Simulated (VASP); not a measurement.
# CaZn23S24 (a cell with a defect) (Wurtzite-6H) in VASP: a series of runs

The runs below take CaZn23S24 (a cell with a defect) (Wurtzite-6H) through single point, with PBE.

Everything below comes from runs of VASP 6.6.1. Logs are shortened: lines on timing, memory, paths and dates and some standing lists are left out, and cuts for length are marked.

## 1. The cell of the first run

The cell holds a defect, 48 atoms: a = 7.624 Å, b = 7.624 Å, c = 18.690 Å, α = 90.00°, β = 90.00°, γ = 120.00°.

## 2. Single point, PBE

INCAR reads:

```
SYSTEM = CaZn23S24
  PREC = Accurate
  ENCUT = 520
  EDIFF = 1E-7
  ISMEAR = -1
  SIGMA = 0.01
  LREAL = Auto
  LASPH = .True.
  NELM = 100
  ALGO = Normal
  ISIF = 2
  LWAVE = .False.
  LCHARG = .False.
  GGA = PE
  NBANDS = 245
```

KPOINTS reads:

```
regular mesh
0
Gamma
  3 3 1
  0 0 0
```

POSCAR reads:

```
CaZn23S24
1.0
    7.6240000000      0.0000000000      0.0000000000
   -3.8120000000      6.6025776784      0.0000000000
    0.0000000000      0.0000000000     18.6899900000
Zn Ca S
23 1 24
Direct
   -0.0011146255     -0.0005573128     -0.0009910966
    0.0000000000      0.5000000000     -0.0055632804
    0.5005573128     -0.0005573128     -0.0009910966
    0.5005573128      0.5011146255     -0.0009910966
   -0.0097429609     -0.0048714804      0.5048660682
    0.0000000000      0.5000000000      0.5004967041
    0.5048714804     -0.0048714804      0.5048660682
    0.5048714804      0.5097429609      0.5048660682
    0.1644141850      0.3355858150      0.1615053835
    0.1644141850      0.8288283700      0.1615053835
    0.6711716300      0.3355858150      0.1615053835
    0.6666666667      0.8333333333      0.1662248532
    0.3333333333      0.1666666667      0.6652979266
    0.3311839632      0.6655919816      0.6696615004
    0.8344080184      0.1688160368      0.6696615004
    0.8344080184      0.6655919816      0.6696615004
    0.3318677119      0.6659338559      0.3315994320
    0.8340661441      0.1681322881      0.3315994320
    0.8340661441      0.6659338559      0.3315994320
    0.1680286735      0.3319713265      0.8330757634
    0.1680286735      0.8360573470      0.8330757634
    0.6639426530      0.3319713265      0.8330757634
    0.6666666667      0.8333333333      0.8329872112
    0.3333333333      0.1666666667      0.3418928422
   -0.0010811669     -0.0005405834      0.1236202040
    0.0000000000      0.5000000000      0.1180006910
    0.5005405834     -0.0005405834      0.1236202040
    0.5005405834      0.5010811669      0.1236202040
   -0.0047611685     -0.0023805842      0.6290485813
    0.0000000000      0.5000000000      0.6256451123
    0.5023805842     -0.0023805842      0.6290485813
    0.5023805842      0.5047611685      0.6290485813
    0.1557865653      0.3442134347      0.2847779247
    0.1557865653      0.8115731306      0.2847779247
    0.6884268694      0.3442134347      0.2847779247
    0.6666666667      0.8333333333      0.2914545100
    0.3333333333      0.1666666667      0.7903606766
    0.3322529925      0.6661264962      0.7934310812
    0.8338735038      0.1677470075      0.7934310812
    0.8338735038      0.6661264962      0.7934310812
    0.3333333333      0.1666666667      0.4800568867
    0.3337351830      0.6668675915      0.4575822759
    0.8331324085      0.1662648170      0.4575822759
    0.8331324085      0.6668675915      0.4575822759
    0.1679178277      0.3320821723      0.9570708782
    0.1679178277      0.8358356554      0.9570708782
    0.6641643446      0.3320821723      0.9570708782
    0.6666666667      0.8333333333      0.9574018779
```

Potentials or basis: VASP PAW PBE potentials, release 64 (Zn, Ca_sv, S).

Started as:

```console
$ cat potpaw_PBE.64/Zn/POTCAR potpaw_PBE.64/Ca_sv/POTCAR potpaw_PBE.64/S/POTCAR > POTCAR
$ mpirun -np 1 vasp_std > vasp.out
```

OUTCAR:

```text
SYSTEM = CaZn23S24
   PREC = Accurate
   ENCUT = 520
   EDIFF = 1E-7
   ISMEAR = -1
   LREAL = Auto
   LASPH = .True.
   NELM = 100
   ISIF = 2
   GGA = PE

 ion  position               nearest neighbor table
   1  0.999  0.999  0.999-  48 2.33  25 2.33  46 2.33  45 2.33
   2  0.000  0.500  0.994-  26 2.31  46 2.32  47 2.32  45 2.32
   3  0.501  0.999  0.999-  48 2.33  27 2.33  47 2.33  46 2.33
   4  0.501  0.501  0.999-  48 2.33  28 2.33  47 2.33  45 2.33
   5  0.990  0.995  0.505-  41 2.31  29 2.32  43 2.34  44 2.34
   6  0.000  0.500  0.500-  30 2.34  43 2.34  42 2.34  44 2.34
[... 40 lines left out ...]
  47  0.664  0.332  0.957-  22 2.32   2 2.32   4 2.33   3 2.33
  48  0.667  0.833  0.957-  23 2.33   4 2.33   1 2.33   3 2.33

  LATTYP: Found a hexagonal cell.
 ALAT       =     7.6240000000
 C/A-ratio  =     2.4514677335

  Lattice vectors:

 A1 = (   7.6240000000,   0.0000000000,   0.0000000000)
 A2 = (  -3.8120000000,   6.6025776784,   0.0000000000)
 A3 = (   0.0000000000,   0.0000000000,  18.6899900000)

Analysis of symmetry for initial positions (statically):
=====================================================================
 Subroutine PRICEL returns:
 Original cell was already a primitive cell.

 Routine SETGRP: Setting up the symmetry group for a
 hexagonal supercell.

 Subroutine GETGRP returns: Found  6 space group operations
 (whereof  2 operations were pure point group operations)
 out of a pool of 24 trial point group operations.

The static configuration has the point symmetry C_1h.
 The point group associated with its full space group is C_3v.

Analysis of symmetry for dynamics (positions and initial velocities):
=====================================================================
 Subroutine PRICEL returns:
 Original cell was already a primitive cell.

 Routine SETGRP: Setting up the symmetry group for a
 hexagonal supercell.

 Subroutine GETGRP returns: Found  6 space group operations
 (whereof  2 operations were pure point group operations)
 out of a pool of 24 trial point group operations.

The dynamic configuration has the point symmetry C_1h.
 The point group associated with its full space group is C_3v.

 Subroutine INISYM returns: Found  6 space group operations
 (whereof  2 operations are pure point group operations),
 and found     1 'primitive' translations

----------------------------------------------------------------------------------------

                                     Primitive cell

  volume of cell :     940.8177

  direct lattice vectors                    reciprocal lattice vectors
     7.624000000  0.000000000  0.000000000     0.131164743  0.075728000  0.000000000
    -3.812000000  6.602577678  0.000000000     0.000000000  0.151455999  0.000000000
     0.000000000  0.000000000 18.689990000     0.000000000  0.000000000  0.053504577

  length of vectors
     7.624000000  7.624000000 18.689990000     0.151455999  0.151455999  0.053504577

  position of ions in fractional coordinates (direct lattice)
     0.998885374  0.999442687  0.999008903
     0.000000000  0.500000000  0.994436720
     0.500557313  0.999442687  0.999008903
     0.500557313  0.501114626  0.999008903
     0.990257039  0.995128520  0.504866068
     0.000000000  0.500000000  0.500496704
[... 40 lines left out ...]
     0.664164345  0.332082172  0.957070878
     0.666666667  0.833333333  0.957401878

  ion indices of the primitive-cell ions
   primitive index   ion index
                 1           1
                 2           2
                 3           3
                 4           4
                 5           5
                 6           6
[... 40 lines left out ...]
                47          47
                48          48

----------------------------------------------------------------------------------------

 KPOINTS: regular mesh

Automatic generation of k-mesh.
 Grid dimensions read from file:
 generate k-points for:    3    3    1

 Generating k-lattice:

  Cartesian coordinates                     Fractional coordinates (reciprocal lattice)
     0.043721581  0.025242667  0.000000000     0.333333333  0.000000000  0.000000000
     0.000000000  0.050485333  0.000000000     0.000000000  0.333333333  0.000000000
     0.000000000  0.000000000  0.053504577     0.000000000  0.000000000  1.000000000

  Length of vectors
     0.050485333  0.050485333  0.053504577

  Shift w.r.t. Gamma in fractional coordinates (k-lattice)
     0.000000000  0.000000000  0.000000000

 Subroutine IBZKPT returns following result:
 ===========================================

 Found      3 irreducible k-points:

 Following reciprocal coordinates:
            Coordinates               Weight
  0.000000  0.000000  0.000000      1.000000
  0.333333  0.000000  0.000000      6.000000
  0.333333  0.333333  0.000000      2.000000
   k-points           NKPTS =      3   k-points in BZ     NKDIM =      3   number of bands    NBANDS=    245
[... 20 lines left out ...]
   NSW    =      0    number of steps for IOM
   IBRION =     -1    ionic relax: 0-MD 1-quasi-New 2-CG
   NFREE  =      0    steps in history (QN), initial steepest desc. (CG)
   ISIF   =      2    stress and relaxation
   ISYM   =      2    0-nonsym 1-usesym 2-fastsym
   POTIM  = 0.5000    time-step for ionic-motion
   TEBEG  =    0.0;   TEEND  =   0.0 temperature during run
   PSTRESS=    0.0 pullay stress
   NELECT =     430.0000    total number of electrons
   NUPDOWN=      -1.0000    fix difference up-down
   EMIN   =  10.00;   EMAX   =-10.00  energy-range for DOS
   EFERMI =   0.00;   METHOD = LEGACY
   ISMEAR =    -1;   SIGMA  =   0.01  broadening in eV -4-tet -1-fermi 0-gaus
   EFERMI_NEDOS =   21; number of points for ismear=-14 and -15
   IALGO  =     38    algorithm
   IMIX   =      4    mixing-type and parameters
     AMIX     =   0.40;   BMIX     =  1.00
     AMIX_MAG =   1.60;   BMIX_MAG =  1.00
  volume/ion in A,a.u.               =      19.60       132.27
  Fermi-wavevector in a.u.,A,eV,Ry     =   1.261041  2.383022 21.636312  1.590224
  Thomas-Fermi vector in A             =   2.394520
   LORBIT       =      0    0 simple, 1 ext, 2 COOP (PROOUT), +10 PAW based schemes
   GGA     = PE    functional components
   LHFCALC =     F    Hartree Fock is set to
   AEXX    =    0.0000 exact exchange contribution
   IVDW    =     0    specifies the selected vdW correction
   LEPSILON=     F    determine dielectric tensor
   LRPA    =     F    only Hartree local field effects (RPA)
 non-spin polarized calculation
  energy-cutoff  :      520.00
  volume of cell :      940.82
 maximum number of plane-waves:     25428
 NGX is ok and might be reduce to    60
   NGX = 29   NGY = 29   NGZ = 69

 number of electron     430.0000068 magnetization

 Free energy of the ion-electron system (eV)
  ---------------------------------------------------
  ext. energy  EPLUGINS =         0.00000000
  ---------------------------------------------------
  free energy    TOTEN  =      -166.14125871 eV

  energy without entropy =     -166.14125871  energy(sigma->0) =     -166.14125871

 E-fermi :   2.5684     XC(G=0):  -9.6603

 val. band max:        2.2532711922   @ k =   0.0000   0.0000   0.0000
 cond. band min:       4.4758294687   @ k =   0.0000   0.0000   0.0000
 fundamental gap:      2.2225582765
 Fermi energy:         2.5684454040

 k-point     1 :       0.0000    0.0000    0.0000
  band No.  band energies     occupation
      1     -36.7735      2.00000
      2     -17.9268      2.00000
      3     -17.9268      2.00000
      4     -17.8963      2.00000
      5     -10.9446      2.00000
      6     -10.7528      2.00000
[... 219 lines left out ...]
    226       5.7760      0.00000
    227       5.8764      0.00000

 k-point     2 :       0.3333    0.0000    0.0000
  band No.  band energies     occupation
      1     -36.7735      2.00000
      2     -17.9271      2.00000
      3     -17.9269      2.00000
      4     -17.8963      2.00000
      5     -10.7612      2.00000
      6     -10.5838      2.00000
[... 219 lines left out ...]
    226       6.5059      0.00000
    227       6.5060      0.00000

 k-point     3 :       0.3333    0.3333    0.0000
  band No.  band energies     occupation
      1     -36.7735      2.00000
      2     -17.9272      2.00000
      3     -17.9270      2.00000
      4     -17.8963      2.00000
      5     -10.4672      2.00000
      6     -10.4502      2.00000
[... 219 lines left out ...]
    226       6.7702      0.00000
    227       6.8039      0.00000
 [bands above 227 left out]

------------------------ aborting loop because EDIFF is reached ----------------------------------------

  FORCE on cell =-STRESS in cart. coord.  units (eV):
  Direction    XX          YY          ZZ          XY          YZ          ZX
  --------------------------------------------------------------------------------------
  -------------------------------------------------------------------------------------
  Total       21.0814944     21.0814944     23.8187914     -0.0000000      0.0000000     -0.0000000
  in kB       35.9009963     35.9009963     40.5625106     -0.0000000      0.0000000     -0.0000000
  external PRESSURE =      37.4548344 kB  Pullay stress =       0.0000000 kB

 VOLUME and BASIS-vectors are now :
 -----------------------------------------------------------------------------
  energy-cutoff  :      520.00
  volume of cell :      940.82
      direct lattice vectors                 reciprocal lattice vectors
     7.624000000  0.000000000  0.000000000     0.131164743  0.075728000  0.000000000
    -3.812000000  6.602577678  0.000000000     0.000000000  0.151455999  0.000000000
     0.000000000  0.000000000 18.689990000     0.000000000  0.000000000  0.053504577

 POSITION                                       TOTAL-FORCE (eV/Angst)
 -----------------------------------------------------------------------------------
      3.80563      6.59890     18.67147         0.000013      0.000007      0.002000
     -1.90600      3.30129     18.58601        -0.000000      0.000000     -0.003989
      0.00637      6.59890     18.67147        -0.000013      0.000007      0.002000
      1.90600      3.30865     18.67147        -0.000000     -0.000015      0.002000
      3.75629      6.57041      9.43594        -0.002961     -0.001710     -0.000536
     -1.90600      3.30129      9.35428        -0.000000      0.000000     -0.003259
[... 40 lines left out ...]
      3.79769      2.19260     17.88765        -0.000576     -0.000332      0.001581
      1.90600      5.50215     17.89383        -0.000000      0.000000      0.002546
 -----------------------------------------------------------------------------------
    total drift:                               -0.000014      0.000004      0.016948

  FREE ENERGIE OF THE ION-ELECTRON SYSTEM (eV)
  ---------------------------------------------------
  free  energy   TOTEN  =      -166.1412587055 eV

  energy  without entropy=     -166.1412587055  energy(sigma->0) =     -166.14125871
```

Wall time 28 min (1 thread of Intel Xeon Platinum 8488C (Sapphire Rapids), shared host); peak memory 1.2 GiB.

What came out:

* Free energy: -166.1413 eV
* Pressure: 3.7 GPa
* Largest force: 0.013 eV/Å
* Band gap on the k mesh: 2.22 eV

Forces on the atoms (eV/Å):
```
Zn   0.000  0.000  0.002
Zn   0.000  0.000 -0.004
Zn   0.000  0.000  0.002
Zn   0.000  0.000  0.002
Zn  -0.003 -0.002 -0.001
Zn   0.000  0.000 -0.003
Zn   0.003 -0.002 -0.001
Zn   0.000  0.003 -0.001
Zn   0.001  0.000 -0.001
Zn   0.000  0.001 -0.001
Zn  -0.001  0.000 -0.001
Zn   0.000  0.000  0.002
Zn   0.000  0.000 -0.006
Zn   0.000  0.000 -0.001
Zn   0.000  0.001 -0.001
Zn   0.000  0.000 -0.001
Zn   0.001  0.001  0.004
Zn   0.000 -0.001  0.004
Zn  -0.001  0.001  0.004
Zn   0.000  0.000 -0.003
Zn   0.000  0.000 -0.003
Zn   0.000  0.000 -0.003
Zn   0.000  0.000 -0.005
Ca   0.000  0.000  0.003
S    0.003  0.002  0.002
S    0.000  0.000 -0.001
S   -0.003  0.002  0.002
S    0.000 -0.003  0.002
S    0.000  0.000  0.000
S    0.000  0.000 -0.001
S    0.000  0.000  0.000
S    0.000  0.000  0.000
S   -0.007  0.004 -0.005
S    0.000 -0.008 -0.005
S    0.007  0.004 -0.005
S    0.000  0.000 -0.002
S    0.000  0.000  0.001
S    0.001  0.001  0.003
S    0.000 -0.001  0.003
S   -0.001  0.001  0.003
S    0.000  0.000  0.013
S    0.000  0.000 -0.001
S    0.000  0.001 -0.001
S    0.000  0.000 -0.001
S    0.001  0.000  0.002
S    0.000  0.001  0.002
S   -0.001  0.000  0.002
S    0.000  0.000  0.003
```

Stress tensor (GPa, compression positive):
```
3.59 0.00 0.00
0.00 3.59 0.00
0.00 0.00 4.06
```

## 3. Single point, PBE

INCAR reads:

```
PREC = Accurate
ENCUT = 520
EDIFF = 1E-7
ISMEAR = -1
SIGMA = 0.01
LREAL = Auto
LASPH = T
NELM = 100
ALGO = Normal
ISIF = 2
LWAVE = F
LCHARG = F
GGA = PE
NBANDS = 245
```

KPOINTS reads:

```
Automatic mesh
0
Gamma
  3 3 1
```

POSCAR reads:

```
CaZn23S24
1.0
    7.6240000000      0.0000000000      0.0000000000
   -3.8120000000      6.6025776784      0.0000000000
    0.0000000000      0.0000000000     18.6899900000
Zn Ca S
23 1 24
Direct
    0.0000000000      0.0000000000      0.0000000000
    0.0000000000      0.5000000000      0.0000000000
    0.5000000000      0.0000000000      0.0000000000
    0.5000000000      0.5000000000      0.0000000000
    0.0000000000      0.0000000000      0.5000000000
    0.0000000000      0.5000000000      0.5000000000
    0.5000000000      0.0000000000      0.5000000000
    0.5000000000      0.5000000000      0.5000000000
    0.1666666666      0.3333333334      0.1666700000
    0.1666666666      0.8333333334      0.1666700000
    0.6666666666      0.3333333334      0.1666700000
    0.6666666666      0.8333333334      0.1666700000
    0.3333333334      0.1666666666      0.6666700000
    0.3333333334      0.6666666666      0.6666700000
    0.8333333334      0.1666666666      0.6666700000
    0.8333333334      0.6666666666      0.6666700000
    0.3333333334      0.6666666666      0.3333300000
    0.8333333334      0.1666666666      0.3333300000
    0.8333333334      0.6666666666      0.3333300000
    0.1666666666      0.3333333334      0.8333300000
    0.1666666666      0.8333333334      0.8333300000
    0.6666666666      0.3333333334      0.8333300000
    0.6666666666      0.8333333334      0.8333300000
    0.3333333334      0.1666666666      0.3333300000
    0.0000000000      0.0000000000      0.1250000000
    0.0000000000      0.5000000000      0.1250000000
    0.5000000000      0.0000000000      0.1250000000
    0.5000000000      0.5000000000      0.1250000000
    0.0000000000      0.0000000000      0.6250000000
    0.0000000000      0.5000000000      0.6250000000
    0.5000000000      0.0000000000      0.6250000000
    0.5000000000      0.5000000000      0.6250000000
    0.1666666666      0.3333333334      0.2916700000
    0.1666666666      0.8333333334      0.2916700000
    0.6666666666      0.3333333334      0.2916700000
    0.6666666666      0.8333333334      0.2916700000
    0.3333333334      0.1666666666      0.7916700000
    0.3333333334      0.6666666666      0.7916700000
    0.8333333334      0.1666666666      0.7916700000
    0.8333333334      0.6666666666      0.7916700000
    0.3333333334      0.1666666666      0.4583300000
    0.3333333334      0.6666666666      0.4583300000
    0.8333333334      0.1666666666      0.4583300000
    0.8333333334      0.6666666666      0.4583300000
    0.1666666666      0.3333333334      0.9583300000
    0.1666666666      0.8333333334      0.9583300000
    0.6666666666      0.3333333334      0.9583300000
    0.6666666666      0.8333333334      0.9583300000
```

Potentials or basis: VASP PAW PBE potentials, release 64 (Zn, Ca_sv, S).

Started as:

```console
$ cat potpaw_PBE.64/Zn/POTCAR potpaw_PBE.64/Ca_sv/POTCAR potpaw_PBE.64/S/POTCAR > POTCAR
$ mpirun -np 1 vasp_std > vasp.out
```

It took 64 min on 1 thread of AMD EPYC 7R13 (Zen 3), shared host; peak memory 1.2 GiB.

The run converged. Its results:

| Item | Value |
| --- | --- |
| Free energy | -164.6875 eV |
| Pressure | 4.2 GPa |
| Largest force | 3.275 eV/Å |
| Band gap on the k mesh | 2.26 eV |

Forces in eV/Å, atoms in the order of the input:
```
Zn   0.003  0.002 -0.014
Zn   0.000  0.000  0.032
Zn  -0.003  0.002 -0.014
Zn   0.000 -0.004 -0.014
Zn   0.034  0.020  0.089
Zn   0.000  0.000  0.019
Zn  -0.034  0.020  0.089
Zn   0.000 -0.040  0.089
Zn  -0.093  0.054  0.034
Zn   0.000 -0.108  0.034
Zn   0.093  0.054  0.034
Zn   0.000  0.000  0.000
Zn   0.000  0.000 -0.003
Zn   0.012  0.007  0.021
Zn   0.000 -0.014  0.021
Zn  -0.012  0.007  0.021
Zn  -0.122 -0.070 -0.092
Zn   0.000  0.140 -0.092
Zn   0.122 -0.070 -0.092
Zn   0.001 -0.001  0.003
Zn   0.000  0.001  0.003
Zn  -0.001 -0.001  0.003
Zn   0.000  0.000 -0.003
Ca   0.000  0.000  0.014
S    0.000  0.000  0.029
S    0.000  0.000 -0.069
S    0.000  0.000  0.029
S    0.000  0.001  0.029
S   -0.016 -0.009  0.030
S    0.000  0.000  0.009
S    0.016 -0.009  0.030
S    0.000  0.019  0.030
S   -2.649  1.529 -1.102
S    0.000 -3.059 -1.102
S    2.649  1.529 -1.102
S    0.000  0.000  0.004
S    0.000  0.000 -0.016
S   -0.002 -0.001 -0.010
S    0.000  0.002 -0.010
S    0.002 -0.001 -0.010
S    0.000  0.000  3.275
S    0.005  0.003 -0.036
S    0.000 -0.006 -0.036
S   -0.005  0.003 -0.036
S    0.002 -0.001 -0.032
S    0.000  0.003 -0.032
S   -0.002 -0.001 -0.032
S    0.000  0.000 -0.022
```

Levels at points of the mesh, in eV from the valence-band top:
```tsv
k point	band 212	band 213	band 214	band 215	band 216	band 217	band 218	band 219
(0.00, 0.00, 0.00)	-0.19	-0.06	0.00	0.00	2.26	3.21	3.34	3.36
```
